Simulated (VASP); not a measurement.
# Ag (Im-3m) in VASP: further runs

Runs on Ag. Level: PBE. Tasks: single point.

Program: VASP 6.6.1. These are calculated values, not measurements. Logs are shortened: lines on timing, memory, paths and dates and some standing lists are left out, and cuts for length are marked.

## (1) The cell of the first run

It takes space group Im-3m (No. 229, cubic). The conventional cell has a = 3.302 Å, b = 3.302 Å, c = 3.302 Å, α = 90.00°, β = 90.00°, γ = 90.00°. Ag (site symmetry m-3m) has 14 Ag at 2.86 to 3.30 Å within 3.8 Å.

## (2) Single point, PBE

The input, INCAR:

```
SYSTEM = Ag
ALGO = Normal
EDIFF = 1E-7
ENCUT = 520
GGA = PE
ISIF = 2
ISMEAR = -1
LASPH = .TRUE.
LCHARG = .FALSE.
LREAL = .FALSE.
LWAVE = .FALSE.
NBANDS = 12
NELM = 60
PREC = Accurate
SIGMA = 0.06122561905347299
```

The input, KPOINTS:

```
k-points
0
G
  16 16 16
  0 0 0
```

The input, POSCAR:

```
Ag
1.0
   -1.6509660703      1.6509660703      1.6509660703
    1.6509660703     -1.6509660703      1.6509660703
    1.6509660703      1.6509660703     -1.6509660703
Ag
1
Direct
    0.0000000000      0.0000000000      0.0000000000
```

Potentials or basis: VASP PAW PBE potentials, release 64 (Ag).

Run with:

```
$ cat potpaw_PBE.64/Ag/POTCAR > POTCAR
$ mpirun -np 1 vasp_std > vasp.out
```

OUTCAR:

```text
SYSTEM = Ag
   EDIFF = 1E-7
   ENCUT = 520
   GGA = PE
   ISIF = 2
   ISMEAR = -1
   LASPH = .TRUE.
   LREAL = .FALSE.
   NELM = 60
   PREC = Accurate

 ion  position               nearest neighbor table
   1  0.000  0.000  0.000-

  LATTYP: Found a body centered cubic cell.
 ALAT       =     3.3019321406

  Lattice vectors:

 A1 = (  -1.6509660703,   1.6509660703,   1.6509660703)
 A2 = (   1.6509660703,  -1.6509660703,   1.6509660703)
 A3 = (   1.6509660703,   1.6509660703,  -1.6509660703)

Analysis of symmetry for initial positions (statically):
=====================================================================
 Subroutine PRICEL returns:
 Original cell was already a primitive cell.

 Routine SETGRP: Setting up the symmetry group for a
 body centered cubic supercell.

 Subroutine GETGRP returns: Found 48 space group operations
 (whereof 48 operations were pure point group operations)
 out of a pool of 48 trial point group operations.

The static configuration has the point symmetry O_h .

Analysis of symmetry for dynamics (positions and initial velocities):
=====================================================================
 Subroutine PRICEL returns:
 Original cell was already a primitive cell.

 Routine SETGRP: Setting up the symmetry group for a
 body centered cubic supercell.

 Subroutine GETGRP returns: Found 48 space group operations
 (whereof 48 operations were pure point group operations)
 out of a pool of 48 trial point group operations.

The dynamic configuration has the point symmetry O_h .

 Subroutine INISYM returns: Found 48 space group operations
 (whereof 48 operations are pure point group operations),
 and found     1 'primitive' translations

----------------------------------------------------------------------------------------

                                     Primitive cell

  volume of cell :      18.0001

  direct lattice vectors                    reciprocal lattice vectors
    -1.650966070  1.650966070  1.650966070     0.000000000  0.302852983  0.302852983
     1.650966070 -1.650966070  1.650966070     0.302852983  0.000000000  0.302852983
     1.650966070  1.650966070 -1.650966070     0.302852983  0.302852983  0.000000000

  length of vectors
     2.859557115  2.859557115  2.859557115     0.428298797  0.428298797  0.428298797

  position of ions in fractional coordinates (direct lattice)
     0.000000000  0.000000000  0.000000000

  ion indices of the primitive-cell ions
   primitive index   ion index
                 1           1

----------------------------------------------------------------------------------------

 KPOINTS: k-points

Automatic generation of k-mesh.
 Grid dimensions read from file:
 generate k-points for:   16   16   16

 Generating k-lattice:

  Cartesian coordinates                     Fractional coordinates (reciprocal lattice)
     0.000000000  0.018928311  0.018928311     0.062500000  0.000000000  0.000000000
     0.018928311  0.000000000  0.018928311     0.000000000  0.062500000  0.000000000
     0.018928311  0.018928311  0.000000000     0.000000000  0.000000000  0.062500000

  Length of vectors
     0.026768675  0.026768675  0.026768675

  Shift w.r.t. Gamma in fractional coordinates (k-lattice)
     0.000000000  0.000000000  0.000000000

 Subroutine IBZKPT returns following result:
 ===========================================

 Found    145 irreducible k-points:

 Following reciprocal coordinates:
            Coordinates               Weight
  0.000000  0.000000  0.000000      1.000000
  0.062500  0.000000  0.000000     12.000000
  0.125000  0.000000  0.000000     12.000000
  0.187500  0.000000  0.000000     12.000000
  0.250000  0.000000  0.000000     12.000000
  0.312500  0.000000  0.000000     12.000000
[... 16 lines left out ...]
  0.187500  0.187500  0.000000     24.000000
  0.250000  0.187500  0.000000     48.000000
 [... further k-points ...]
   k-points           NKPTS =    145   k-points in BZ     NKDIM =    145   number of bands    NBANDS=     12
   number of dos      NEDOS =    301   number of ions     NIONS =      1
   total plane-waves  NPLWV =  13824
   dimension x,y,z NGX =    24 NGY =   24 NGZ =   24
   dimension x,y,z NGXF=    48 NGYF=   48 NGZF=   48
   ions per type =               1
   NGX,Y,Z   is equivalent  to a cutoff of  13.95, 13.95, 13.95 a.u.
   NGXF,Y,Z  is equivalent  to a cutoff of  27.91, 27.91, 27.91 a.u.
 SYSTEM =  Ag
   PREC   = accura    normal or accurate (medium, high low for compatibility)
   ISTART =      0    job   : 0-new  1-cont  2-samecut
   ICHARG =      2    charge: 1-file 2-atom 10-const
   ISPIN  =      1    spin polarized calculation?
   LNONCOLLINEAR =      F non collinear calculations
   LSORBIT =      F    spin-orbit coupling
   LASPH  =      T    aspherical Exc in radial PAW
   ENCUT  =  520.0 eV  38.22 Ry    6.18 a.u.   5.32  5.32  5.32*2*pi/ulx,y,z
   NELM   =     60;   NELMIN=  2; NELMDL= -5     # of ELM steps
   EDIFF  = 0.1E-06   stopping-criterion for ELM
   LREAL  =      F    real-space projection
   EDIFFG = 0.1E-05   stopping-criterion for IOM
   NSW    =      0    number of steps for IOM
   IBRION =     -1    ionic relax: 0-MD 1-quasi-New 2-CG
   NFREE  =      0    steps in history (QN), initial steepest desc. (CG)
   ISIF   =      2    stress and relaxation
   ISYM   =      2    0-nonsym 1-usesym 2-fastsym
   POTIM  = 0.5000    time-step for ionic-motion
   TEBEG  =    0.0;   TEEND  =   0.0 temperature during run
   PSTRESS=    0.0 pullay stress
   NELECT =      11.0000    total number of electrons
   NUPDOWN=      -1.0000    fix difference up-down
   EMIN   =  10.00;   EMAX   =-10.00  energy-range for DOS
   EFERMI =   0.00;   METHOD = LEGACY
   ISMEAR =    -1;   SIGMA  =   0.06  broadening in eV -4-tet -1-fermi 0-gaus
   EFERMI_NEDOS =   21; number of points for ismear=-14 and -15
   IALGO  =     38    algorithm
   IMIX   =      4    mixing-type and parameters
     AMIX     =   0.40;   BMIX     =  1.00
     AMIX_MAG =   1.60;   BMIX_MAG =  1.00
  volume/ion in A,a.u.               =      18.00       121.47
  Fermi-wavevector in a.u.,A,eV,Ry     =   1.389252  2.625305 26.259517  1.930020
  Thomas-Fermi vector in A             =   2.513300
   LORBIT       =      0    0 simple, 1 ext, 2 COOP (PROOUT), +10 PAW based schemes
   GGA     = PE    functional components
   LHFCALC =     F    Hartree Fock is set to
   AEXX    =    0.0000 exact exchange contribution
   IVDW    =     0    specifies the selected vdW correction
   LEPSILON=     F    determine dielectric tensor
   LRPA    =     F    only Hartree local field effects (RPA)
 non-spin polarized calculation
  energy-cutoff  :      520.00
  volume of cell :       18.00
 maximum number of plane-waves:       496
 NGX is ok and might be reduce to    24
   NGX = 11   NGY = 11   NGZ = 11

 number of electron      11.0000003 magnetization

 Free energy of the ion-electron system (eV)
  ---------------------------------------------------
  ext. energy  EPLUGINS =         0.00000000
  ---------------------------------------------------
  free energy    TOTEN  =        -2.68275873 eV

  energy without entropy =       -2.67723252  energy(sigma->0) =       -2.67999563

 E-fermi :   7.7413     XC(G=0): -11.8878

 val. band max:        7.7013487333   @ k =  -0.3750   0.4375   0.1250
 cond. band min:       7.7654537378   @ k =   0.5000   0.0000   0.0000
 fundamental gap:      0.0641050046
 Fermi energy:         7.7413439464

 k-point     1 :       0.0000    0.0000    0.0000
  band No.  band energies     occupation
      1       0.3296      2.00000
      2       2.9790      2.00000
      3       2.9790      2.00000
      4       2.9790      2.00000
      5       4.1986      2.00000
      6       4.1986      2.00000
      7      25.4856      0.00000
      8      25.4856      0.00000
      9      25.4856      0.00000
     10      30.9783      0.00000
     11      30.9783      0.00000
     12      30.9783      0.00000

 k-point     2 :       0.0625    0.0000    0.0000
  band No.  band energies     occupation
      1       0.4534      2.00000
      2       2.9500      2.00000
      3       2.9840      2.00000
      4       3.0470      2.00000
      5       4.1670      2.00000
      6       4.2006      2.00000
      7      25.1328      0.00000
      8      25.4369      0.00000
      9      25.5595      0.00000
     10      29.5927      0.00000
     11      29.6472      0.00000
     12      30.1802      0.00000

 k-point     3 :       0.1250    0.0000    0.0000
  band No.  band energies     occupation
      1       0.8075      2.00000
      2       2.8682      2.00000
      3       3.0035      2.00000
      4       3.2453      2.00000
      5       4.0933      2.00000
      6       4.2073      2.00000
      7      23.8771      0.00000
      8      25.0790      0.00000
      9      25.7642      0.00000
     10      28.3558      0.00000
     11      28.6099      0.00000
     12      28.7591      0.00000

 k-point     4 :       0.1875    0.0000    0.0000
  band No.  band energies     occupation
      1       1.3109      2.00000
      2       2.7483      2.00000
      3       3.0880      2.00000
      4       3.5551      2.00000
      5       4.0279      2.00000
      6       4.2197      2.00000
      7      21.7702      0.00000
      8      24.2103      0.00000
      9      26.0537      0.00000
     10      26.9031      0.00000
     11      27.7981      0.00000
     12      28.9419      0.00000

 k-point     5 :       0.2500    0.0000    0.0000
  band No.  band energies     occupation
      1       1.7220      2.00000
      2       2.6105      2.00000
      3       3.4596      2.00000
      4       3.9438      2.00000
      5       4.0106      2.00000
      6       4.2381      2.00000
      7      19.3266      0.00000
      8      23.1546      0.00000
      9      25.2710      0.00000
     10      26.3682      0.00000
     11      27.6746      0.00000
     12      29.8484      0.00000

 k-point     6 :       0.3125    0.0000    0.0000
  band No.  band energies     occupation
      1       1.8169      2.00000
      2       2.4762      2.00000
      3       4.0374      2.00000
      4       4.2606      2.00000
      5       4.3531      2.00000
      6       4.3623      2.00000
      7      16.8641      0.00000
      8      22.2002      0.00000
      9      23.8369      0.00000
     10      26.6532      0.00000
     11      27.7519      0.00000
     12      31.2004      0.00000

 k-point     7 :       0.3750    0.0000    0.0000
  band No.  band energies     occupation
      1       1.7446      2.00000
      2       2.3652      2.00000
      3       4.0877      2.00000
      4       4.2830      2.00000
      5       4.7453      2.00000
      6       5.6133      2.00000
      7      14.5412      0.00000
      8      21.4671      0.00000
      9      22.7064      0.00000
     10      26.8724      0.00000
     11      27.9176      0.00000
     12      32.4056      0.00000

 k-point     8 :       0.4375    0.0000    0.0000
  band No.  band energies     occupation
      1       1.6606      2.00000
      2       2.2922      2.00000
      3       4.1293      2.00000
      4       4.2998      2.00000
      5       5.0185      2.00000
      6       6.9818      1.99999
      7      12.5489      0.00000
      8      21.0097      0.00000
      9      21.9768      0.00000
     10      27.0076      0.00000
     11      28.0814      0.00000
     12      31.9947      0.00000
[... 166 lines left out ...]
 k-point    20 :       0.3125    0.1250    0.0000
  band No.  band energies     occupation
      1       1.9531      2.00000
      2       2.4382      2.00000
      3       3.8274      2.00000
      4       4.0743      2.00000
      5       4.4573      2.00000
      6       6.5438      2.00000
      7      14.7694      0.00000
      8      19.4976      0.00000
      9      22.0516      0.00000
     10      27.1929      0.00000
     11      30.4941      0.00000
     12      30.8498      0.00000

 k-point    21 :       0.3750    0.1250   -0.0000
  band No.  band energies     occupation
      1       1.8626      2.00000
      2       2.3705      2.00000
      3       3.9854      2.00000
      4       4.1285      2.00000
      5       4.6577      2.00000
      6       7.8793      0.19004
      7      12.7340      0.00000
      8      19.0422      0.00000
      9      21.5409      0.00000
     10      27.3780      0.00000
     11      30.5275      0.00000
     12      31.0718      0.00000

 k-point    22 :       0.4375    0.1250    0.0000
  band No.  band energies     occupation
      1       1.8274      2.00000
      2       2.3477      2.00000
      3       4.0386      2.00000
      4       4.1263      2.00000
      5       4.7527      2.00000
      6       8.7392      0.00000
      7      11.6437      0.00000
      8      18.8813      0.00000
      9      21.3662      0.00000
     10      27.4458      0.00000
     11      30.5625      0.00000
     12      31.0811      0.00000

 k-point    23 :       0.1875    0.1875    0.0000
  band No.  band energies     occupation
      1       2.1617      2.00000
      2       2.6962      2.00000
      3       3.0537      2.00000
      4       3.9421      2.00000
      5       4.3309      2.00000
      6       5.4316      2.00000
      7      18.3840      0.00000
      8      18.8534      0.00000
      9      23.0015      0.00000
     10      26.8810      0.00000
     11      29.8329      0.00000
     12      31.9950      0.00000

 k-point    24 :       0.2500    0.1875    0.0000
  band No.  band energies     occupation
      1       2.1454      2.00000
      2       2.5908      2.00000
      3       3.3551      2.00000
      4       3.9989      2.00000
      5       4.3979      2.00000
      6       6.5654      2.00000
      7      16.1769      0.00000
      8      17.9069      0.00000
      9      22.2881      0.00000
     10      27.1700      0.00000
     11      30.1464      0.00000
     12      32.6648      0.00000

 [... further k-points ...]
[... 5 lines left out ...]
  --------------------------------------------------------------------------------------
  -------------------------------------------------------------------------------------
  Total       -0.0024755     -0.0024755     -0.0024755      0.0000000      0.0000000      0.0000000
  in kB       -0.2203472     -0.2203472     -0.2203472      0.0000000      0.0000000      0.0000000
  external PRESSURE =      -0.2203472 kB  Pullay stress =       0.0000000 kB

 VOLUME and BASIS-vectors are now :
 -----------------------------------------------------------------------------
  energy-cutoff  :      520.00
  volume of cell :       18.00
      direct lattice vectors                 reciprocal lattice vectors
    -1.650966070  1.650966070  1.650966070     0.000000000  0.302852983  0.302852983
     1.650966070 -1.650966070  1.650966070     0.302852983  0.000000000  0.302852983
     1.650966070  1.650966070 -1.650966070     0.302852983  0.302852983  0.000000000

 POSITION                                       TOTAL-FORCE (eV/Angst)
 -----------------------------------------------------------------------------------
      0.00000      0.00000      0.00000        -0.000000     -0.000000      0.000000
 -----------------------------------------------------------------------------------
    total drift:                                0.000000      0.000000      0.000000

  FREE ENERGIE OF THE ION-ELECTRON SYSTEM (eV)
  ---------------------------------------------------
  free  energy   TOTEN  =        -2.6827587320 eV

  energy  without entropy=       -2.6772325196  energy(sigma->0) =       -2.67999563
```

It took 12 s on 1 thread of Intel Xeon Platinum 8488C (Sapphire Rapids), shared host; peak memory 0.15 GiB.

Results:

- Free energy: -2.6828 eV
- Pressure: 0.0 GPa

Levels at points of the mesh, in eV from the Fermi level:
```
           k point  band 2  band 3  band 4  band 5  band 6  band 7  band 8  band 9
(0.00, 0.00, 0.00)   -4.76   -4.76   -4.76   -3.54   -3.54   17.74   17.74   17.74
(0.50, 0.00, 0.00)   -5.47   -3.60   -3.44   -2.62    0.02    3.82   13.11   13.98
(0.50, 0.50, 0.50)   -6.07   -2.85   -2.85   -2.85    6.72    6.72    6.72   12.06
```

[end of part 1 of 2]
